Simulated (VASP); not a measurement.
# Si (a cell with a defect) in VASP: further runs

The runs below take Si (a cell with a defect) through single point, with PBEsol.

Everything below comes from runs of VASP 6.6.1. Logs are shortened: lines on timing, memory, paths and dates and some standing lists are left out, and cuts for length are marked.

### Step 1. The cell of the first run

The cell holds a defect, 17 atoms: a = 7.679 Å, b = 7.679 Å, c = 7.679 Å, α = 60.00°, β = 60.00°, γ = 60.00°.

### Step 2. Single point, PBEsol

Input file INCAR:

```
SYSTEM = Si
PREC = Accurate
ENCUT = 520
EDIFF = 1E-6
ISMEAR = 0
SIGMA = 0.05
LREAL = Auto
LASPH = .True.
NELM = 80
ALGO = Normal
ISIF = 2
LWAVE = .False.
LCHARG = .False.
GGA = PS
NBANDS = 48
```

Input file KPOINTS:

```
regular mesh
0
Gamma
  2 2 2
  0 0 0
```

Input file POSCAR:

```
Si
1.0
    0.0000000000      5.4300000000      5.4300000000
    5.4300000000      0.0000000000      5.4300000000
    5.4300000000      5.4300000000      0.0000000000
Si
17
Direct
    0.0026480794     -0.0029772532     -0.0030195149
    0.1300099130      0.1233977551      0.1233416403
    0.0024903119     -0.0029288144      0.5034887581
    0.1244469662      0.1261636450      0.6247338500
    0.0024377323      0.5035678211     -0.0029632858
    0.1244128162      0.6247806830      0.1261547531
    0.0000790262      0.4999825921      0.4999716081
    0.1243121912      0.6247924193      0.6247415915
    0.4987340470      0.0006736844      0.0005087925
    0.6225361509      0.1230749394      0.1229747409
    0.4967997750     -0.0030009103      0.5032489397
    0.6223589544      0.1230695153      0.6318584543
    0.4967611110      0.5033749644     -0.0030835444
    0.6223021202      0.6320320914      0.1229612716
    0.4966376956      0.5033906913      0.5032599372
    0.6262825802      0.6246920939      0.6246092362
    0.7487607295      0.2506637820      0.2504969716
```

Potentials or basis: VASP PAW PBE potentials, release 64 (Si).

Launch:

```console
cat potpaw_PBE.64/Si/POTCAR > POTCAR
mpirun -np 1 vasp_std > vasp.out
```

OUTCAR:

```text
SYSTEM = Si
   PREC = Accurate
   ENCUT = 520
   EDIFF = 1E-6
   ISMEAR = 0
   LREAL = Auto
   LASPH = .True.
   NELM = 80
   ISIF = 2
   GGA = PS

 ion  position               nearest neighbor table
   1  0.003  0.997  0.997-   6 2.33   4 2.33   2 2.38  10 2.38  17 2.75
   2  0.130  0.123  0.123-   9 2.31   1 2.38   3 2.38   5 2.38  17 2.39
   3  0.002  0.997  0.503-   8 2.33   4 2.33  12 2.38   2 2.38  17 2.75
   4  0.124  0.126  0.625-   1 2.33   3 2.33  11 2.33   7 2.34
   5  0.002  0.504  0.997-   8 2.33   6 2.33  14 2.38   2 2.38  17 2.75
   6  0.124  0.625  0.126-   1 2.33   5 2.33  13 2.33   7 2.34
   7  0.000  0.500  0.500-  16 2.34   8 2.34   6 2.34   4 2.34
   8  0.124  0.625  0.625-   3 2.33   5 2.33  15 2.33   7 2.34
   9  0.499  0.001  0.001-  14 2.31  12 2.31  10 2.31   2 2.31
  10  0.623  0.123  0.123-   9 2.31   1 2.38  11 2.38  13 2.38  17 2.39
  11  0.497  0.997  0.503-  16 2.33   4 2.33  12 2.38  10 2.38  17 2.75
  12  0.622  0.123  0.632-   9 2.31   3 2.38  11 2.38  15 2.38  17 2.39
  13  0.497  0.503  0.997-  16 2.33   6 2.33  14 2.38  10 2.38  17 2.75
  14  0.622  0.632  0.123-   9 2.31   5 2.38  13 2.38  15 2.38  17 2.39
  15  0.497  0.503  0.503-  16 2.33   8 2.33  14 2.38  12 2.38  17 2.74
  16  0.626  0.625  0.625-  15 2.33  11 2.33  13 2.33   7 2.34
  17  0.749  0.251  0.250-   2 2.39  10 2.39  12 2.39  14 2.39  15 2.74  13 2.75  11 2.75   5 2.75
                             3 2.75   1 2.75

  LATTYP: Found a face centered cubic cell.
 ALAT       =    10.8600000000

  Lattice vectors:

 A1 = (   0.0000000000,   5.4300000000,   5.4300000000)
 A2 = (   5.4300000000,   0.0000000000,   5.4300000000)
 A3 = (   5.4300000000,   5.4300000000,   0.0000000000)

Analysis of symmetry for initial positions (statically):
=====================================================================
 Subroutine PRICEL returns:
 Original cell was already a primitive cell.

 Routine SETGRP: Setting up the symmetry group for a
 face centered cubic supercell.

 Subroutine GETGRP returns: Found  1 space group operations
 (whereof  1 operations were pure point group operations)
 out of a pool of 48 trial point group operations.

The static configuration has the point symmetry C_1 .

Analysis of symmetry for dynamics (positions and initial velocities):
=====================================================================
 Subroutine PRICEL returns:
 Original cell was already a primitive cell.

 Routine SETGRP: Setting up the symmetry group for a
 face centered cubic supercell.

 Subroutine GETGRP returns: Found  1 space group operations
 (whereof  1 operations were pure point group operations)
[... 124 lines left out ...]
   TEBEG  =    0.0;   TEEND  =   0.0 temperature during run
   PSTRESS=    0.0 pullay stress
   NELECT =      68.0000    total number of electrons
   NUPDOWN=      -1.0000    fix difference up-down
   EMIN   =  10.00;   EMAX   =-10.00  energy-range for DOS
   EFERMI =   0.00;   METHOD = LEGACY
   ISMEAR =     0;   SIGMA  =   0.05  broadening in eV -4-tet -1-fermi 0-gaus
   EFERMI_NEDOS =   21; number of points for ismear=-14 and -15
   IALGO  =     38    algorithm
   IMIX   =      4    mixing-type and parameters
     AMIX     =   0.40;   BMIX     =  1.00
     AMIX_MAG =   1.60;   BMIX_MAG =  1.00
  volume/ion in A,a.u.               =      18.84       127.11
  Fermi-wavevector in a.u.,A,eV,Ry     =   0.976715  1.845724 12.979587  0.953973
  Thomas-Fermi vector in A             =   2.107356
   LORBIT       =      0    0 simple, 1 ext, 2 COOP (PROOUT), +10 PAW based schemes
   GGA     = PS    functional components
   LHFCALC =     F    Hartree Fock is set to
   AEXX    =    0.0000 exact exchange contribution
   IVDW    =     0    specifies the selected vdW correction
   LEPSILON=     F    determine dielectric tensor
   LRPA    =     F    only Hartree local field effects (RPA)
 non-spin polarized calculation
 Gauss-broadening in eV      SIGMA  =   0.05
  energy-cutoff  :      520.00
  volume of cell :      320.21
 maximum number of plane-waves:      8646
 NGX is ok and might be reduce to    60
   NGX = 29   NGY = 29   NGZ = 29

 number of electron      68.0000001 magnetization

 Free energy of the ion-electron system (eV)
  ---------------------------------------------------
  ext. energy  EPLUGINS =         0.00000000
  ---------------------------------------------------
  free energy    TOTEN  =       -93.92793612 eV

  energy without entropy =      -93.91655682  energy(sigma->0) =      -93.92224647

 E-fermi :   6.7905     XC(G=0):  -9.8061

 val. band max:        6.5664103180   @ k =   0.0000   0.0000   0.0000
 cond. band min:       6.8101336598   @ k =   0.0000   0.5000   0.5000
 fundamental gap:      0.2437233418
 Fermi energy:         6.7905024921

 k-point     1 :       0.0000    0.0000    0.0000
  band No.  band energies     occupation
      1      -6.3885      2.00000
      2      -3.8271      2.00000
      3      -3.6847      2.00000
      4      -3.6837      2.00000
      5      -3.6824      2.00000
      6      -2.8716      2.00000
[... 381 lines left out ...]
     45      10.0346      0.00000
     46      10.0377      0.00000
 [bands above 46 left out]

------------------------ aborting loop because EDIFF is reached ----------------------------------------

  FORCE on cell =-STRESS in cart. coord.  units (eV):
  Direction    XX          YY          ZZ          XY          YZ          ZX
  --------------------------------------------------------------------------------------
  -------------------------------------------------------------------------------------
  Total        6.9745753      6.9759481      6.9747902     -0.0014213      0.0075502     -0.0042145
  in kB       34.8978658     34.9047346     34.8989409     -0.0071115      0.0377779     -0.0210877
  external PRESSURE =      34.9005138 kB  Pullay stress =       0.0000000 kB

 VOLUME and BASIS-vectors are now :
 -----------------------------------------------------------------------------
  energy-cutoff  :      520.00
  volume of cell :      320.21
      direct lattice vectors                 reciprocal lattice vectors
     0.000000000  5.430000000  5.430000000    -0.092081031  0.092081031  0.092081031
     5.430000000  0.000000000  5.430000000     0.092081031 -0.092081031  0.092081031
     5.430000000  5.430000000  0.000000000     0.092081031  0.092081031 -0.092081031

 POSITION                                       TOTAL-FORCE (eV/Angst)
 -----------------------------------------------------------------------------------
     10.82744      5.42798      5.42821         0.023732      0.000119      0.000834
      1.33979      1.37570      1.37600        -0.017688      0.018526      0.019521
      8.14804      2.74747      5.42762        -0.001107     -0.019296      0.002900
      4.07737      4.06805      1.36082         0.016354     -0.018906      0.022215
      8.14828      5.42715      2.74761        -0.001984      0.002914     -0.018118
      4.07758      1.36058      4.06812         0.015717      0.021899     -0.019137
[... 9 lines left out ...]
      6.78371      6.79234      6.79279        -0.017389      0.016955      0.016609
      2.72130      5.42597      5.42688         0.001315     -0.000777     -0.000840
 -----------------------------------------------------------------------------------
    total drift:                                0.001277      0.000772     -0.000913

  FREE ENERGIE OF THE ION-ELECTRON SYSTEM (eV)
  ---------------------------------------------------
  free  energy   TOTEN  =       -93.9279361188 eV

  energy  without entropy=      -93.9165568235  energy(sigma->0) =      -93.92224647
```

Wall time 3.2 min (1 thread of Intel Xeon Platinum 8259CL at 2.50GHz (Skylake/Cascade Lake), shared host); peak memory 0.47 GiB.

What came out:

```yaml
Free_energy: -93.9279 eV
Pressure: 3.5 GPa
Largest_force: 0.033 eV/Å
Band_gap_on_the_k_mesh: zero (bands 34 and 35 overlap by 0.25 eV)
```

Forces in eV/Å, atoms in the order of the input:
```
Si   0.024  0.000  0.001
Si  -0.018  0.019  0.020
Si  -0.001 -0.019  0.003
Si   0.016 -0.019  0.022
Si  -0.002  0.003 -0.018
Si   0.016  0.022 -0.019
Si   0.002 -0.001 -0.001
Si  -0.021 -0.017 -0.018
Si   0.003 -0.001  0.000
Si  -0.008 -0.011 -0.010
Si   0.001 -0.003  0.012
Si   0.010  0.007 -0.007
Si   0.000  0.013 -0.004
Si   0.009 -0.007  0.006
Si  -0.015  0.000 -0.002
Si  -0.017  0.017  0.017
Si   0.001 -0.001 -0.001
```

Levels at points of the mesh, in eV from the Fermi level:
| k point | band 30 | band 31 | band 32 | band 33 | band 34 | band 35 | band 36 | band 37 | band 38 | band 39 |
| --- | --- | --- | --- | --- | --- | --- | --- | --- | --- | --- |
| (0.00, 0.00, 0.00) | -1.67 | -0.76 | -0.76 | -0.76 | -0.23 | -0.23 | -0.22 | 0.05 | 0.05 | 0.43 |
| (0.50, 0.00, 0.00) | -1.51 | -1.51 | -1.35 | -1.35 | -0.33 | 0.52 | 0.53 | 0.88 | 0.88 | 1.30 |
| (0.00, 0.50, 0.00) | -1.51 | -1.51 | -1.35 | -1.35 | -0.33 | 0.52 | 0.53 | 0.88 | 0.88 | 1.30 |
| (0.00, 0.00, 0.50) | -1.51 | -1.51 | -1.35 | -1.35 | -0.33 | 0.52 | 0.53 | 0.88 | 0.88 | 1.30 |
| (0.50, 0.50, 0.50) | -1.51 | -1.51 | -1.35 | -1.35 | -0.33 | 0.52 | 0.53 | 0.88 | 0.88 | 1.30 |
| (0.50, 0.50, 0.00) | -1.95 | -1.95 | -1.81 | -0.96 | 0.02 | 0.72 | 1.04 | 1.05 | 1.15 | 1.91 |
| (0.00, 0.50, 0.50) | -1.95 | -1.95 | -1.81 | -0.96 | 0.02 | 0.72 | 1.04 | 1.05 | 1.15 | 1.91 |
| (0.50, 0.00, 0.50) | -1.95 | -1.95 | -1.81 | -0.96 | 0.02 | 0.72 | 1.04 | 1.05 | 1.15 | 1.91 |

Caveat: the k points lie up to 0.50 Å⁻¹ apart; the PAW data sets were made with another functional, which shifts forces and pressure a little.

### Step 3. Single point, PBEsol

Input file INCAR:

```
SYSTEM = Si
PREC = Accurate ; ENCUT = 520
EDIFF = 1E-7 ; ISMEAR = 0
SIGMA = 0.05 ; LREAL = Auto
LASPH = .True. ; NELM = 60
ALGO = Normal ; ISIF = 2
LWAVE = .False. ; LCHARG = .True.
GGA = PS ; LELF = .True.
LVHAR = .True. ; NBANDS = 48
```

Input file KPOINTS:

```
Automatic mesh
0
Gamma
  2 2 2
  0 0 0
```

Input file POSCAR:

```
Si
1.0
    0.0000000000      5.4300000000      5.4300000000
    5.4300000000      0.0000000000      5.4300000000
    5.4300000000      5.4300000000      0.0000000000
Si
17
Direct
    0.0009382833      0.0003020221     -0.0001390002
    0.1249981243      0.1250479232      0.1248729500
    0.0006354105      0.0002304842      0.4987198734
    0.1226568803      0.1216000666      0.6276324743
    0.0007766189      0.4988779376     -0.0001363086
    0.1227956824      0.6279844485      0.1210896553
   -0.0046917095      0.5016449471      0.5012263774
    0.1224419636      0.6280241127      0.6276982564
    0.4987889551      0.0004657175     -0.0000684201
    0.6286148514      0.1217427859      0.1211034403
    0.5027932344     -0.0068492497      0.5015524639
    0.6282423324      0.1218218193      0.6276642880
    0.5029611151      0.5020974464     -0.0075853561
    0.6283976900      0.6281699525      0.1211700228
    0.5025171473      0.5020614877      0.5015283712
    0.6265758380      0.6244687609      0.6237597622
    0.3766611025      0.3744628874      0.3736622799
```

Potentials or basis: VASP PAW PBE potentials, release 64 (Si).

Launch:

```console
cat potpaw_PBE.64/Si/POTCAR > POTCAR
mpirun -np 1 vasp_std > vasp.out
```

It took 5.1 min on 1 thread of Intel Xeon Platinum 8259CL at 2.50GHz (Skylake/Cascade Lake), shared host; peak memory 0.47 GiB.

Results (log left out):

```
Free energy            : -93.9279 eV
Pressure               : 3.5 GPa
Largest force          : 0.040 eV/Å
Band gap on the k mesh : zero (bands 34 and 35 overlap by 0.25 eV)
```

Forces in eV/Å, atoms in the order of the input:
```
Si   0.024  0.023  0.017
Si  -0.002  0.000  0.001
Si  -0.018 -0.028  0.023
Si  -0.003 -0.003  0.020
Si  -0.014  0.024 -0.026
Si   0.000  0.015 -0.004
Si   0.018 -0.021 -0.018
Si  -0.028 -0.001  0.002
Si   0.020 -0.018 -0.020
Si   0.021  0.005  0.000
Si  -0.014  0.007 -0.007
Si  -0.004 -0.012  0.005
Si  -0.012 -0.007  0.008
Si   0.000  0.007 -0.015
Si   0.010  0.011  0.015
Si   0.000 -0.002  0.001
Si   0.003  0.000 -0.003
```

Levels at points of the mesh, in eV from the Fermi level:
```tsv
k point	band 31	band 32	band 33	band 34	band 35	band 36	band 37	band 38
(0.00, 0.00, 0.00)	-0.76	-0.76	-0.76	-0.23	-0.23	-0.22	0.05	0.05
(0.50, 0.00, 0.00)	-1.51	-1.35	-1.35	-0.33	0.52	0.53	0.88	0.88
(0.00, 0.50, 0.00)	-1.50	-1.35	-1.35	-0.33	0.52	0.53	0.88	0.88
(0.00, 0.00, 0.50)	-1.50	-1.35	-1.35	-0.33	0.52	0.53	0.88	0.88
(0.50, 0.50, 0.50)	-1.51	-1.35	-1.35	-0.33	0.52	0.53	0.88	0.88
(0.50, 0.50, 0.00)	-1.95	-1.81	-0.96	0.02	0.72	1.04	1.05	1.15
(0.00, 0.50, 0.50)	-1.95	-1.81	-0.96	0.02	0.72	1.04	1.05	1.15
(0.50, 0.00, 0.50)	-1.95	-1.81	-0.96	0.02	0.72	1.04	1.05	1.15
```

Caveat: the k points lie up to 0.50 Å⁻¹ apart; the PAW data sets were made with another functional, which shifts forces and pressure a little.

The gap in the log of VASP goes by the Fermi energy; the results here count the filled bands.